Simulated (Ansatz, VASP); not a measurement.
Lu: VASP beside Ansatz

```
Lu
1.0
    -1.95411    1.95411    1.95411
     1.95411   -1.95411    1.95411
     1.95411    1.95411   -1.95411
Lu
1
Direct
  0.00000 0.00000 0.00000
```

Alike in both runs: functional r2SCAN0; k mesh 7 × 7 × 7; no spin polarisation.

```csv
,VASP,Ansatz
version,VASP 6.6.1,Ansatz 0.2.0
potentials or method,"VASP PAW PBE potentials, release 64 (Lu)",Ansatz PAW
plane-wave cutoff (eV),580,500
occupations,"methfessel-paxton of order 1, width 0.01 eV","cold, width 0.01 eV"
valence electrons in the cell,25,25
task,single point,density of states
```

|  | VASP | Ansatz | Ansatz less VASP |
| --- | --- | --- | --- |
| gap on the k mesh at the Fermi level (eV) | none | none | - |
| pressure (GPa) | 1.0 | 0.8 | -0.26 |

VASP's potentials were made for PBE, not for r2SCAN0. A gap of «none» marks a metal or a gap that the smearing closes.

Neither program's run includes spin-orbit coupling.
